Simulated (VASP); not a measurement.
# Sr7Zn16 (a cell with a defect) in VASP: single point with LDA

Aim: the single point of Sr7Zn16 (a cell with a defect) with LDA.

Everything below comes from runs of VASP 6.6.1. Logs are shortened: lines on timing, memory, paths and dates and some standing lists are left out, and cuts for length are marked.

## Step 1: The cell of the first run

The cell holds a defect, 23 atoms: a = 6.087 Å, b = 12.174 Å, c = 12.174 Å, α = 133.19°, β = 99.23°, γ = 98.92°.

## Step 2: Single point, LDA

Contents of INCAR:

```
ALGO = Normal ; EDIFF = 1E-7
ENCUT = 520 ; ISIF = 2
ISMEAR = -1 ; LASPH = True
LCHARG = False ; LREAL = Auto
LUSENCCL = False ; LWAVE = False
NBANDS = 148 ; NELM = 100
PREC = Accurate ; SIGMA = 0.05
```

Contents of KPOINTS:

```
k-points
0
Gamma
  3 2 2
```

Contents of POSCAR:

```
Sr7Zn16
1.0
   -2.4178663900      3.9437682600      3.9564166500
    4.8357327800     -7.8875365200      7.9128333000
    4.8357327800      7.8875365200     -7.9128333000
Sr Zn
7 16
Direct
    0.2250757142     -0.0319126346      0.0860771256
    0.2744291593      0.0319616567      0.6390390351
    0.7178789550      0.4813762051      0.8408088056
    0.2816362220      0.5342562468      0.1359538129
    0.6552404916      1.0059916810      0.4065495559
    0.6650159951      0.4705820433      0.3981747749
    0.6637763079      0.9808192148      0.8839915255
    0.1984354654      0.1499500627      0.4569009723
    0.8668698510      0.1580787810      0.2669905044
    0.7092669296      0.3427760524      0.0505212528
    0.0604987322      0.3396856826      0.2188075126
    0.2310958272      0.1742476279      0.9787281644
    0.8790117131      0.1753077307      0.7975241215
    1.0494828300      0.3768174018      0.5668185411
    0.1276166635      0.3265036732      0.7408741734
    0.2451388356      0.6657381715      0.4797907904
    0.8823119340      0.6685813800      0.3086315029
    0.6896259994      0.8502057631      0.0720400947
    0.0272738349      0.8339750445      0.2390510562
    0.2958262472      0.6187859223      0.8757772948
    1.1958951204      0.6521003219      0.6869895146
    0.7008876896      0.8311277054      0.5418556851
    0.0647128253      0.8556344042      0.7209249948
```

Potentials or basis: VASP PAW LDA potentials, release 64 (Sr_sv, Zn).

Run with:

```console
$ cat potpaw_LDA.64/Sr_sv/POTCAR potpaw_LDA.64/Zn/POTCAR > POTCAR
$ mpirun -np 1 vasp_std > vasp.out
```

OUTCAR:

```text
EDIFF = 1E-7
   ENCUT = 520
   ISIF = 2
   ISMEAR = -1
   LASPH = True
   LREAL = Auto
   NELM = 100
   PREC = Accurate

 ion  position               nearest neighbor table
   1  0.225  0.968  0.086-  18 3.28  20 3.29   9 3.33  18 3.34  19 3.44   8 3.46  21 3.52  23 3.53
                            12 3.53   9 3.60   7 3.96   7 3.97  11 4.00   5 4.02   6 4.34   3 4.55
   2  0.274  0.032  0.639-  23 3.12  15 3.23  17 3.28  13 3.28  12 3.30   8 3.38  13 3.38  16 3.39
                            22 3.41  19 3.50  10 3.62  22 3.62   5 3.82   7 3.95   5 4.16   3 4.26
   3  0.718  0.481  0.841-  20 3.21  15 3.25  18 3.35  15 3.36  19 3.40  20 3.47   8 3.69  13 3.71
                            14 3.74  10 3.91   4 4.16   2 4.26   5 4.29   1 4.55   4 4.56
   4  0.282  0.534  0.136-  13 3.30  12 3.30  11 3.34  17 3.34  16 3.37  17 3.38  15 3.40  10 3.41
                            22 3.55  10 3.57  19 3.66  20 3.95   5 4.08   3 4.16   6 4.22   3 4.56
   5  0.655  0.006  0.407-  18 3.17   8 3.23  19 3.28  15 3.33   8 3.43  22 3.49   9 3.50  19 3.51
                            13 3.52  14 3.61   2 3.82  17 3.97   1 4.02   4 4.08   2 4.16   3 4.29
   6  0.665  0.471  0.398-  21 3.35  11 3.35  22 3.38  23 3.39  11 3.42  17 3.44  10 3.45  16 3.48
                             9 3.51  16 3.55  14 3.67  12 3.68   4 4.22   1 4.34   7 4.83   7 4.86
   7  0.664  0.981  0.884-  11 3.27  22 3.28  23 3.28  10 3.29  21 3.32  12 3.36  13 3.36  23 3.37
                             9 3.39  16 3.54  18 3.57  12 3.60   2 3.95   1 3.96   1 3.97   6 4.83
   8  0.198  0.150  0.457-  14 2.52  19 2.61  15 2.71   9 2.88   5 3.23   2 3.38   5 3.43   1 3.46
                             3 3.69
   9  0.867  0.158  0.267-  14 2.47  18 2.57  11 2.79   8 2.88   1 3.33   7 3.39   5 3.50   6 3.51
                             1 3.60
  10  0.709  0.343  0.051-  17 2.70  11 2.74  13 2.79  12 2.88   7 3.29   4 3.41   6 3.45   4 3.57
                             2 3.62   3 3.91
  11  0.060  0.340  0.219-  12 2.69  16 2.71  10 2.74   9 2.79   7 3.27   4 3.34   6 3.35   6 3.42
                             1 4.00
  12  0.231  0.174  0.979-  23 2.65  11 2.69  13 2.83  10 2.88   2 3.30   4 3.30   7 3.36   1 3.53
[... 13 lines left out ...]
  19  0.027  0.834  0.239-   8 2.61  17 2.75  18 2.78   5 3.28   3 3.40   1 3.44   2 3.50   5 3.51
                             4 3.66
  20  0.296  0.619  0.876-  18 2.50  21 2.59  14 2.59  15 2.60   3 3.21   1 3.29   3 3.47   4 3.95

  21  0.196  0.652  0.687-  14 2.47  23 2.50  20 2.59  16 2.70   7 3.32   6 3.35   1 3.52
  22  0.701  0.831  0.542-  23 2.66  17 2.68  16 2.80  13 2.84   7 3.28   6 3.38   2 3.41   5 3.49
                             4 3.55   2 3.62
  23  0.065  0.856  0.721-  21 2.50  12 2.65  22 2.66  16 2.78   2 3.12   7 3.28   7 3.37   6 3.39
                             1 3.53

  LATTYP: Found a triclinic cell.
 ALAT       =    17.3949518384
 B/A-ratio  =     0.5263247761
 C/A-ratio  =     1.2845753260
 COS(alpha) =     0.0019537664
 COS(beta)  =     0.6433159787
 COS(gamma) =     0.7478294808

  Lattice vectors:

 A1 = (  12.0893319500,  -3.9437682600,  11.8692499500)
 A2 = (   7.2535991700,   3.9437682600,   3.9564166500)
 A3 = (   0.0000000000, -15.7750730400,  15.8256666000)

Analysis of symmetry for initial positions (statically):
[... 167 lines left out ...]
   IALGO  =     38    algorithm
   IMIX   =      4    mixing-type and parameters
     AMIX     =   0.40;   BMIX     =  1.00
     AMIX_MAG =   1.60;   BMIX_MAG =  1.00
  volume/ion in A,a.u.               =      26.24       177.11
  Fermi-wavevector in a.u.,A,eV,Ry     =   1.239520  2.342352 20.904108  1.536409
  Thomas-Fermi vector in A             =   2.373999
   LORBIT       =      0    0 simple, 1 ext, 2 COOP (PROOUT), +10 PAW based schemes
   GGA     = CA    functional components
   LHFCALC =     F    Hartree Fock is set to
   AEXX    =    0.0000 exact exchange contribution
   IVDW    =     0    specifies the selected vdW correction
   LEPSILON=     F    determine dielectric tensor
   LRPA    =     F    only Hartree local field effects (RPA)
 non-spin polarized calculation
  energy-cutoff  :      520.00
  volume of cell :      603.62
 maximum number of plane-waves:     16292
 NGX is ok and might be reduce to    48
   NGX = 23   NGY = 45   NGZ = 45

 number of electron     261.9999999 magnetization

 Free energy of the ion-electron system (eV)
  ---------------------------------------------------
  ext. energy  EPLUGINS =         0.00000000
  ---------------------------------------------------
  free energy    TOTEN  =       -45.39513716 eV

  energy without entropy =      -45.29079182  energy(sigma->0) =      -45.34296449

 E-fermi :   1.6403     XC(G=0):  -9.4779

 val. band max:        1.6035187834   @ k =   0.3333   0.5000   0.5000
 cond. band min:       1.6652420428   @ k =   0.0000   0.0000   0.0000
 fundamental gap:      0.0617232594
 Fermi energy:         1.6402579573

 k-point     1 :       0.0000    0.0000    0.0000
  band No.  band energies     occupation
      1     -34.3427      2.00000
      2     -34.2003      2.00000
      3     -34.1609      2.00000
      4     -34.1154      2.00000
      5     -33.9876      2.00000
      6     -33.8361      2.00000
[... 1157 lines left out ...]
    142       3.1712      0.00000
    143       3.2648      0.00000
 [bands above 143 left out]

------------------------ aborting loop because EDIFF is reached ----------------------------------------

  FORCE on cell =-STRESS in cart. coord.  units (eV):
  Direction    XX          YY          ZZ          XY          YZ          ZX
  --------------------------------------------------------------------------------------
  -------------------------------------------------------------------------------------
  Total      -17.6140917    -18.2300189    -19.0413431     -0.7974953      2.2312585      0.6371309
  in kB      -46.7525332    -48.3873695    -50.5408420     -2.1167668      5.9223596      1.6911166
  external PRESSURE =     -48.5602482 kB  Pullay stress =       0.0000000 kB

 VOLUME and BASIS-vectors are now :
 -----------------------------------------------------------------------------
  energy-cutoff  :      520.00
  volume of cell :      603.62
      direct lattice vectors                 reciprocal lattice vectors
    -2.417866390  3.943768260  3.956416650     0.000000000  0.126782297  0.126376983
     4.835732780 -7.887536520  7.912833300     0.103396946  0.000000000  0.063188492
     4.835732780  7.887536520 -7.912833300     0.103396946  0.063391149  0.000000000

 POSITION                                       TOTAL-FORCE (eV/Angst)
 -----------------------------------------------------------------------------------
      4.55345     -6.06924      7.86969         0.001059     -0.001357      0.005916
      2.58125      5.87063     -3.71795        -0.004496      0.002459      0.008718
      4.65800      5.66619     -0.00390        -0.004901      0.002065     -0.001969
      2.56000     -2.03092      4.26597         0.001643     -0.003225      0.010795
      0.41066      5.74353     -0.57714         0.001563     -0.005003     -0.010830
      2.59316      2.05155      3.20403         0.002028     -0.000876     -0.012667
[... 15 lines left out ...]
      4.94473      0.48249      5.06196         0.002084     -0.009162     -0.003163
      7.46735     -0.80731      1.32196         0.004888     -0.005322     -0.002379
 -----------------------------------------------------------------------------------
    total drift:                                0.000381     -0.000190     -0.004749

  FREE ENERGIE OF THE ION-ELECTRON SYSTEM (eV)
  ---------------------------------------------------
  free  energy   TOTEN  =       -45.3951371592 eV

  energy  without entropy=      -45.2907918240  energy(sigma->0) =      -45.34296449
```

Wall time 3.9 min (1 × NVIDIA H100 80GB with 1 thread of Intel Xeon Platinum 8481C at 2.70GHz (Sapphire Rapids), shared host); peak memory 1.9 GiB.

Results:

* Free energy: -45.3951 eV
* Pressure: -4.9 GPa
* Largest force: 0.018 eV/Å
* Band gap on the k mesh: zero (bands 131 and 132 overlap by 0.01 eV)

Forces in eV/Å, atoms in the order of the input:
```
Sr   0.001 -0.001  0.006
Sr  -0.004  0.002  0.009
Sr  -0.005  0.002 -0.002
Sr   0.002 -0.003  0.011
Sr   0.002 -0.005 -0.011
Sr   0.002 -0.001 -0.013
Sr  -0.001  0.005 -0.007
Zn  -0.008  0.009  0.011
Zn  -0.001 -0.011  0.004
Zn   0.000 -0.008 -0.001
Zn   0.000  0.008 -0.002
Zn   0.002  0.006  0.005
Zn  -0.002 -0.002 -0.004
Zn   0.002 -0.012 -0.002
Zn   0.000  0.013 -0.012
Zn   0.000  0.001  0.007
Zn   0.001 -0.003  0.002
Zn  -0.002  0.002  0.003
Zn  -0.013  0.005 -0.001
Zn   0.016  0.001 -0.007
Zn   0.001  0.006  0.009
Zn   0.002 -0.009 -0.003
Zn   0.005 -0.005 -0.002
```

Caveat: the k points lie up to 0.38 Å⁻¹ apart.

The gap in the log of VASP goes by the Fermi energy; the results here count the filled bands.